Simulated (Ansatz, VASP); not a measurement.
**One calculation of AlAs, two programs**

INCAR

```
PREC     = Accurate       # precision mode
ENCUT    = 500            # plane-wave cutoff, eV
EDIFF    = 1E-6           # SCF threshold, eV
ISMEAR   = -1             # smearing method
SIGMA    = 0.1            # smearing width, eV
LREAL    = F              # projectors in reciprocal space
LASPH    = T              # aspherical terms in the spheres
NELM     = 120            # most SCF steps
ALGO     = Normal         # electronic algorithm
ISIF     = 2              # what is computed and relaxed
LWAVE    = F              # write WAVECAR
LCHARG   = T              # write CHGCAR
GGA      = PE             # functional
LELF     = T              # ELF
LVHAR    = T            
NBANDS   = 11             # bands
GGA_COMPAT= F
```

Contents of KPOINTS:

```
Automatic mesh
0
Gamma
  8 8 8
```

File POSCAR:

```
AlAs
1.0
    0.0000000000      2.8289660000      2.8289660000
    2.8289660000      0.0000000000      2.8289660000
    2.8289660000      2.8289660000      0.0000000000
Al As
1 1
Direct
    0.0000000000      0.0000000000      0.0000000000
    0.2500000000      0.2500000000      0.2500000000
```

Input for Ansatz:

```yaml
crystal:
  lattice:
    - [0.0, 2.828966, 2.828966]
    - [2.828966, 0.0, 2.828966]
    - [2.828966, 2.828966, 0.0]
  atoms:
    - { symbol: Al, position: [0.0, 0.0, 0.0] }
    - { symbol: As, position: [0.25, 0.25, 0.25] }
  symmetry: { tolerance: 0.0003 }
kpoints:
  mp_grid: { grid: [8, 8, 8], shift: [0, 0, 0] }
  band_path:
    path:
      - [0.0, 0.0, 0.0]
      - [-0.5, -0.5, 0.0]
      - [-0.375, -0.375, 0.25]
      - [-0.375, 0.0, 0.375]
      - [0.0, 0.0, 0.0]
      - [0.0, 0.0, 0.5]
      - [-0.5, -0.25, 0.25]
      - [-0.5, -0.5, 0.0]
    npoints: 8
magnetization:
  spin_polarized: false
scf:
  occupations: { method: fermi_dirac }
  lower_state_search: "off"
  max_iter: 200
hamiltonian:
  pseudopotentials: { kind: paw }
  xc: pbe
basis:
  ecutwfc: 420
  fft_grid_basis: typed
output:
  forces: true
  stress: true
  eigenvalues: true
  bader: true
  populations: true
  elf: true
  write_potential: true
  volumetric_format: npy
  dos:
    e_range: [-12, 8]
    de: 0.05
    projected: { site_lists: { Al: [Al], As: [As] } }
checkpoint:
  read: saved_state
```

Alike in both runs: task single point; functional PBE; k mesh 8 × 8 × 8; no spin polarisation.

|  | VASP | Ansatz |
| --- | --- | --- |
| version | VASP 6.6.1 | Ansatz 0.2.0 |
| potentials or method | VASP PAW PBE potentials, release 64 (Al, As), cutoff 500 eV | PAW plane waves |
| occupations | fermi-dirac, width 0.1 eV | fermi-dirac |
| valence electrons in the cell | 8 | 18 |

```tsv
	VASP	Ansatz	Ansatz less VASP
pressure (GPa)	2.9	2.7	-0.19
```

VASP's potentials hold 8 valence electrons a cell and Ansatz's 18, so a difference there can come from the potentials and not from the codes.
